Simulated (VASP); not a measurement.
Here is a VASP 6.6.1 calculation.

Contents of INCAR:

```
  PREC = Accurate
  ENCUT = 520
  EDIFF = 1E-6
  ISMEAR = -1
  SIGMA = 0.06122561905347299
  LREAL = False
  LASPH = True
  NELM = 80
  ALGO = Normal
  ISIF = 2
  LWAVE = False
  LCHARG = True
  GGA = PE
  LELF = True
  LVHAR = True
  NBANDS = 19
```

KPOINTS

```
Automatic mesh
0
Gamma
  13 13 13
```

POSCAR

```
Hg
1.0
    0.0000000000      3.8115541087      3.8115541087
    3.8115541087      0.0000000000      3.8115541087
    3.8115541087      3.8115541087      0.0000000000
Hg
2
Direct
    0.0000000000      0.0000000000      0.0000000000
    0.2500000000      0.2500000000      0.2500000000
```

Potentials or basis: VASP PAW PBE potentials, release 64 (Hg).

Launch:

```console
$ cat potpaw_PBE.64/Hg/POTCAR > POTCAR
$ mpirun -np 1 vasp_std > vasp.out
```

(1) What does it give for the pressure?

(2) Predict the band gap on the k mesh.

## Answers

(1) 0.0 GPa.

(2) 0.34 eV (least direct gap 2.89 eV).

Caveat: spin-orbit coupling is left out, which moves the levels of the heavy elements; an odd mesh through Γ misses points on the zone boundary, where band edges can lie.
